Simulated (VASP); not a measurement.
**BN: single point with PBEsol**

Crystal: BN.

```xyz
4
Lattice="2.5424 0.0000 0.0000 -1.2712 2.2017 0.0000 0.0000 0.0000 6.3312" Properties=species:S:1:pos:R:3 pbc="T T T"
B     0.0000    1.4678    1.5828
B     1.2712    0.7339    4.7484
N     0.0000    1.4678    4.7484
N     1.2712    0.7339    1.5828
```

This cell differs from its parent crystal: volume 8.860 Å^3 an atom, c/a of the conventional cell 2.4903.

| Property | Result |
| --- | --- |
| Program | VASP 6.6.1 |
| Task | single point |
| Functional | PBEsol |
| Potentials or basis | VASP PAW PBE potentials, release 64 (B, N) |
| Cutoff | 520 eV |
| k mesh | 12 × 12 × 4 |
| Occupations | gaussian, width 0.05 eV |
| Spin | no spin polarisation |
| Dipole correction | no |
| Further INCAR settings | ALGO = Normal; EDIFF = 1e-06; NBANDS = 16 |

| Item | Value |
| --- | --- |
| Pressure | -9.5 GPa |
| Band gap on the k mesh | 3.98 eV, indirect (least direct gap 4.31 eV) |

Stress tensor (GPa, compression positive):
```
-15.23   0.00   0.00
  0.00 -15.23   0.00
  0.00   0.00   2.08
```

Levels at points of the mesh, in eV from the valence-band top:
| k point | band 6 | band 7 | band 8 | band 9 | band 10 | band 11 |
| --- | --- | --- | --- | --- | --- | --- |
| (0.00, 0.00, 0.00) | -1.42 | -1.36 | -1.36 | 5.30 | 10.47 | 11.04 |
| (0.50, 0.00, 0.00) | -4.03 | -1.67 | -0.33 | 3.98 | 5.68 | 9.03 |
| (0.00, 0.00, 0.50) | -1.39 | -1.39 | -1.39 | 7.89 | 7.89 | 11.13 |
| (0.50, 0.00, 0.50) | -4.09 | -0.95 | -0.95 | 4.48 | 4.48 | 9.36 |

Run time: 21 s on 1 thread of Intel Xeon 6975P-C (shared host), peak memory 0.16 GiB.

Caveat: the PAW data sets were made with another functional, which shifts forces and pressure a little; this functional lacks dispersion, which binds the layers, so the pressure and a relaxed spacing across them are unreliable. A k mesh can miss the band edges.
